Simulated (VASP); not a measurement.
Set up this calculation in VASP 6.6.1, as the native input.

```
Task                   : single point
Functional             : PBEsol
Potentials or basis    : VASP PAW PBE potentials, release 64 (Ti_sv)
Cutoff                 : 520 eV
k mesh                 : 12 × 12 × 1
Occupations            : gaussian, width 0.1 eV
Spin                   : no spin polarisation
Dipole correction      : yes
Further INCAR settings : ALGO = Fast; EDIFF = 1e-06; NBANDS = 38
```

The structure of Ti lies in POSCAR:

```
Ti
1.0
    2.9004758374      0.0000000000      0.0000000000
   -1.4502379187      2.5118857582      0.0000000000
    0.0000000000      0.0000000000     24.1818425069
Ti
5
Direct
    0.3333333333      0.6666666667      0.3101500640
    0.6666666667      0.3333333333      0.4050750320
    0.3333333333      0.6666666667      0.5000000000
    0.6666666667      0.3333333333      0.5949249680
    0.3333333333      0.6666666667      0.6898499360
```

These files were run (other wordings do the same):

INCAR

```
PREC = Accurate
ENCUT = 520
EDIFF = 1E-6
ISMEAR = 0
SIGMA = 0.1
LREAL = False
LASPH = True
NELM = 80
ALGO = Fast
ISIF = 2
LWAVE = False
LCHARG = True
LDIPOL = True
IDIPOL = 3
DIPOL = 0.5 0.5 0.500
GGA = PS
LELF = True
LVHAR = True
LVACPOTAV = True
NBANDS = 38
```

KPOINTS

```
regular mesh
0
Gamma
  12 12 1
```

Potentials or basis: VASP PAW PBE potentials, release 64 (Ti_sv).

The run is started by

```sh
$ cat potpaw_PBE.64/Ti_sv/POTCAR > POTCAR
$ mpirun -np 1 vasp_std > vasp.out
```

Results of the run:

```yaml
Largest_force: 0.702 eV/Å
Band_gap_on_the_k_mesh: zero (bands 30 and 31 overlap by 1.04 eV)
```

Caveat: the PAW data sets were made with another functional, which shifts forces and pressure a little.

Wall time 16 min on 1 thread of Intel(R) Xeon(R) Platinum 8259CL CPU @ 2.50GHz (Skylake/Cascade Lake), on a shared host, peak memory 0.35 GiB.
